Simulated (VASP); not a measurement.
Here is a VASP 6.6.1 calculation.

Contents of INCAR:

```
SYSTEM = Cd
PREC = Accurate
ENCUT = 520
EDIFF = 1E-7
ISMEAR = 0
SIGMA = 0.05
LREAL = .FALSE.
LASPH = .TRUE.
NELM = 100
ALGO = Normal
ISIF = 2
LWAVE = .FALSE.
LCHARG = .FALSE.
GGA = PE
NBANDS = 12
```

File KPOINTS:

```
Automatic mesh
0
G
  8 8 8
  0 0 0
```

The input POSCAR:

```
Cd
1.0
   -1.7669272190      1.7669272190      1.7669272190
    1.7669272190     -1.7669272190      1.7669272190
    1.7669272190      1.7669272190     -1.7669272190
Cd
1
Direct
    0.0000000000      0.0000000000      0.0000000000
```

Potentials or basis: VASP PAW PBE potentials, release 64 (Cd).

The run is started by

```sh
$ cat potpaw_PBE.64/Cd/POTCAR > POTCAR
$ mpirun -np 1 vasp_std > vasp.out
```

Task: What does it give for the pressure?

Result: 2.2 GPa.

Task: What does it give for the band gap on the k mesh?

Result: Zero (bands 6 and 7 overlap by 4.36 eV).
